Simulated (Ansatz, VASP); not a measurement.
## Cs3TeCl in VASP and in Ansatz

The input INCAR:

```
SYSTEM = Cs3TeCl
ALGO     = Normal         ! electronic algorithm
EDIFF    = 1E-7           ! SCF threshold, eV
ENCUT    = 520            ! plane-wave cutoff, eV
GGA      = PS             ! functional
ISIF     = 2              ! what is computed and relaxed
ISMEAR   = 0              ! smearing method
LASPH    = .TRUE.         ! aspherical terms in the spheres
LCHARG   = .FALSE.        ! write CHGCAR
LREAL    = .FALSE.        ! projectors in reciprocal space
LWAVE    = .FALSE.        ! write WAVECAR
NBANDS   = 28             ! bands
NELM     = 60             ! most SCF steps
PREC     = Accurate       ! precision mode
SIGMA    = 0.05           ! smearing width, eV
```

File KPOINTS:

```
k-points
0
G
  4 4 4
  0 0 0
```

Contents of POSCAR:

```
Cs3TeCl
1.0
    6.9600000000      0.0000000000      0.0000000000
    0.0000000000      6.9600000000      0.0000000000
    0.0000000000      0.0000000000      6.9600000000
Te Cl Cs
1 1 3
Direct
    0.0000000000      0.0000000000      0.0000000000
    0.5000000000      0.5000000000      0.5000000000
    0.5000000000      0.5000000000      0.0000000000
    0.5000000000      0.0000000000      0.5000000000
    0.0000000000      0.5000000000      0.5000000000
```

Input for Ansatz:

```yaml
crystal:
  lattice:
    - [6.96, 0.0, 0.0]
    - [0.0, 6.96, 0.0]
    - [0.0, 0.0, 6.96]
  atoms:
    - { symbol: Te, position: [0.0, 0.0, 0.0] }
    - { symbol: Cl, position: [0.5, 0.5, 0.5] }
    - { symbol: Cs, position: [0.5, 0.5, 0.0] }
    - { symbol: Cs, position: [0.5, 0.0, 0.5] }
    - { symbol: Cs, position: [0.0, 0.5, 0.5] }
basis:
  ecutwfc: 420
kpoints:
  mp_grid: { grid: [4, 4, 4] }
hamiltonian:
  xc: pbesol
scf:
  occupations: { method: gaussian, width: 0.05 }
output:
  forces: true
  stress: true
  eigenvalues: true
```

Alike in both runs: task single point; functional PBEsol; k mesh 4 × 4 × 4; occupations gaussian, width 0.05 eV; no spin polarisation.

|  | VASP | Ansatz |
| --- | --- | --- |
| version | VASP 6.6.1 | Ansatz 0.2.0 |
| potentials or method | VASP PAW PBE potentials, release 64 (Te, Cl, Cs_sv), cutoff 520 eV | scalar-relativistic, plane waves, PAW |
| valence electrons in the cell | 40 | 50 |

```tsv
	VASP	Ansatz	Ansatz less VASP
gap on the k mesh at the Fermi level (eV)	0.89	0.90	+0.002
least direct gap on the mesh (eV)	0.89	0.90	+0.002
pressure (GPa)	-1.8	-1.8	0.00
```

VASP's potentials were made for PBE, not for PBEsol. VASP's potentials hold 40 valence electrons a cell and Ansatz's 50, so a difference there can come from the potentials and not from the codes.

Spin-orbit coupling is off throughout.
